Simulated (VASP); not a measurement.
Runs of VASP 6.6.1 on TiO2. It takes space group P4_2/mnm (No. 136, tetragonal). Conventional cell: a = 4.594 Å, b = 4.594 Å, c = 2.959 Å, α = 90.00°, β = 90.00°, γ = 90.00°. Ti (site symmetry mmm) has 6 O at 1.95 to 1.98 Å within 2.6 Å. O (site symmetry m2m) has 3 Ti at 1.95 to 1.98 Å and 1 O at 2.54 Å within 2.6 Å. 

```tsv
task	level	potentials or basis	k mesh	cutoff (eV)	GW scheme	GW iterations	cutoff of the response function	frequency points	empty bands	gap on the mesh (eV)	pressure (GPa)	largest force (eV/Å)
single point	PBE	VASP PAW PBE potentials, release 64 (Ti_sv, O)	2 × 2 × 2	600	-	-	-	-	-	1.67	6.9	0.31
single point	PBE	VASP PAW PBE potentials, release 64 (Ti_sv, O)	2 × 2 × 3	600	-	-	-	-	-	1.82	5.7	0.08
single point	PBEsol	VASP PAW PBE potentials, release 64 (Ti_sv, O)	4 × 4 × 6	600	-	-	-	-	-	(b)	(c)	0.03
single point	PBE	VASP PAW PBE potentials, release 64 (Ti_sv, O)	5 × 5 × 8	600	-	-	-	-	-	(d)	(a)	0.10
```

Alike in all rows: no spin polarisation; cell as given; smearing gaussian 0.01 eV.

Fill in the values left out.

(a) 5.4; (b) 1.83; (c) -1.6; (d) 1.86.

Caveats: some runs use coarse meshes; the PAW data sets were made with another functional, which shifts forces and pressure a little (some runs).

A k mesh can miss the band edges.
